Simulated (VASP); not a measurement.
A run of VASP 6.6.1 is set up as follows.

File INCAR:

```
PREC = Accurate ; ENCUT = 500
EDIFF = 1E-6 ; ISMEAR = -1
SIGMA = 0.02 ; LREAL = F
LASPH = T ; NELM = 120
ALGO = Normal ; ISIF = 2
LWAVE = F ; LCHARG = F
GGA = PE ; NBANDS = 26
GGA_COMPAT = F
```

File KPOINTS:

```
Automatic mesh
0
Gamma
  12 12 4
```

Contents of POSCAR:

```
ZnS
1.0
    3.7681574026      0.0000000000      0.0000000000
   -1.8840787013      3.2633200361      0.0000000000
    0.0000000000      0.0000000000      6.2810123737
Zn S
2 2
Direct
    0.3333333333      0.6666666667      0.0018966511
    0.6666666667      0.3333333333      0.5018966511
    0.3333333333      0.6666666667      0.3731033489
    0.6666666667      0.3333333333      0.8731033489
```

Potentials or basis: VASP PAW PBE potentials, release 64 (Zn, S).

Launch:

```console
$ cat potpaw_PBE.64/Zn/POTCAR potpaw_PBE.64/S/POTCAR > POTCAR
$ mpirun -np 1 vasp_std > vasp.out
```

(1) What does it give for the pressure?

(2) Predict the band gap on the k mesh.

(3) Predict the largest force.

## Answers

(1) 3.5 GPa.

(2) 2.23 eV.

(3) 0.003 eV/Å.

Caveat: the cell differs from its parent crystal (epitaxial xy strain -1.0%); the cell stands under pressure.
